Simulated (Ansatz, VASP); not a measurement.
BP2 in VASP and in Ansatz

```
B P
1.0
     3.26849   -0.00022   -0.00004
    -1.63444    2.83097   -0.00008
    -0.00077    0.00061   17.67250
B P
4 8
Direct
  0.00000 0.00000 0.16862
  0.00004 0.00000 0.66861
  0.66656 0.33314 0.02083
  0.66661 0.33313 0.52082
  0.99998 0.00019 0.28012
  0.00006 0.00013 0.78012
  0.66667 0.33332 0.13257
  0.66672 0.33332 0.63256
  0.33329 0.66647 0.48448
  0.33324 0.66649 0.98449
  0.66671 0.33360 0.34689
  0.66679 0.33352 0.84688
```

Change from the starting cell: cell x2, atoms moved at random (sigma 0.1 Å) and cell strained at random (1.5 %), then relaxed without symmetry.

Alike in both runs: functional PBE; k mesh 6 × 6 × 2; occupations gaussian, width 0.2 eV; no spin polarisation.

Ansatz relaxed the structure, and its values are those at the end. VASP's run is a single point on that final structure, the one shown.

|  | VASP | Ansatz |
| --- | --- | --- |
| version | VASP 6.6.1 | Ansatz 0.2.0 |
| potentials or method | VASP PAW PBE potentials, release 64 (B, P), cutoff 520 eV | scalar-relativistic, plane waves, PAW |
| valence electrons in the cell | 52 | 52 |

|  | VASP | Ansatz | Ansatz less VASP |
| --- | --- | --- | --- |
| gap on the k mesh at the Fermi level (eV) | none | none | - |
| pressure (GPa) | -0.2 | 0.1 | +0.25 |
| rms of the force components (eV/Å) | 0.014 | 0.006 | -0.0080 |

A gap of «none» marks a metal or a gap that the smearing closes.

The k mesh is coarse, so the values compare programs but aren't converged.
